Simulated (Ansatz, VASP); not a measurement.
Two plane-wave programs on FePt2

```
Fe Pt
1.0
     0.00000    3.62512    3.62512
     3.62512    0.00000    3.62512
     3.62512    3.62512    0.00000
Fe Pt
2 4
Direct
  0.50000 0.50000 0.50000
  0.75000 0.75000 0.75000
  0.12500 0.12500 0.12500
  0.62500 0.12500 0.12500
  0.12500 0.12500 0.62500
  0.12500 0.62500 0.12500
```

Alike in both runs: functional PBEsol; k mesh 8 × 8 × 8; occupations gaussian, width 0.1 eV; collinear spin.

Ansatz relaxed the structure, and its values are those at the end. VASP's run is a single point on that final structure, the one shown.

|  | VASP | Ansatz |
| --- | --- | --- |
| version | VASP 6.6.1 | Ansatz 0.2.0 |
| potentials or method | VASP PAW PBE potentials, release 64 (Fe, Pt), cutoff 520 eV | scalar-relativistic, plane waves, PAW |
| valence electrons in the cell | 56 | 104 |

|  | VASP | Ansatz | Ansatz less VASP |
| --- | --- | --- | --- |
| gap on the k mesh at the Fermi level (eV) | none | none | - |
| pressure (GPa) | -0.3 | 0.0 | +0.31 |
| net moment per atom (μB) | 1.16 | 1.16 | +0.005 |
| size of the moment on the site where the two differ most (μB) | 3.24 | 3.30 | +0.062 |

VASP's potentials were made for PBE, not for PBEsol. Site moments also hang on the region over which each program counts them. A gap of «none» marks a metal or a gap that the smearing closes. VASP's potentials hold 56 valence electrons a cell and Ansatz's 104, so a difference there can come from the potentials and not from the codes.

Neither program's run includes spin-orbit coupling.
